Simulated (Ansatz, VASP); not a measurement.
# Two plane-wave programs on Zr

```xyz
2
Lattice="3.2446 0.0000 0.0000 -1.6223 2.8099 0.0000 0.0000 0.0000 5.1574" Properties=species:S:1:pos:R:3 pbc="T T T"
Zr    0.0000    1.8733    1.2893
Zr    1.6223    0.9366    3.8680
```

Alike in both runs: task single point; functional r2SCAN; k mesh 11 × 11 × 6; occupations methfessel-paxton of order 1, width 1 eV; no spin polarisation.

|  | VASP | Ansatz |
| --- | --- | --- |
| version | VASP 6.6.1 | Ansatz 0.2.0 |
| potentials or method | VASP PAW PBE potentials, release 64 (Zr_sv), cutoff 520 eV | plane waves (500 eV) with PAW, scalar-relativistic |
| valence electrons in the cell | 24 | 24 |

```tsv
	VASP	Ansatz	Ansatz less VASP
pressure (GPa)	-0.4	-0.3	+0.02
traceless stress, the component that is largest in VASP (GPa)	0.56	0.57	+0.013
```

VASP's potentials were made for PBE, not for r2SCAN.
